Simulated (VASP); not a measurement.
A run of VASP 6.6.1 is set up as follows.

File INCAR:

```
PREC = Accurate
ENCUT = 520
EDIFF = 1E-7
ISMEAR = -1
SIGMA = 0.1
LREAL = False
LASPH = True
NELM = 150
ALGO = Normal
ISIF = 2
LWAVE = False
LCHARG = False
ISPIN = 2
MAGMOM = 0 0 2.5 2.5
LORBIT = 11
LMAXMIX = 4
GGA = PS
NBANDS = 32
```

File KPOINTS:

```
regular mesh
0
Gamma
  5 10 10
```

The input POSCAR:

```
TaCo
1.0
    6.1367980000      0.0000000000      0.0000000000
    0.0000000000      3.0683990000      0.0000000000
    0.0000000000      0.0000000000      3.0683990000
Ta Co
2 2
Direct
    0.0000000000      0.0000000000      0.0000000000
    0.5000000000      0.0000000000      0.0000000000
    0.2500000000      0.5000000000      0.5000000000
    0.7500000000      0.5000000000      0.5000000000
```

Potentials or basis: VASP PAW PBE potentials, release 64 (Ta_pv, Co).

Launch:

```console
$ cat potpaw_PBE.64/Ta_pv/POTCAR potpaw_PBE.64/Co/POTCAR > POTCAR
$ mpirun -np 1 vasp_std > vasp.out
```

Problem. What does it give for the site moments?

Solution. Ta +0.16; Co +1.17 μB.

Problem. Predict the pressure.

Solution. -7.2 GPa.

Problem. What does it give for the net moment?

Solution. 2.75 μB per cell.

Caveat: the PAW data sets were made with another functional, which shifts forces and pressure a little.
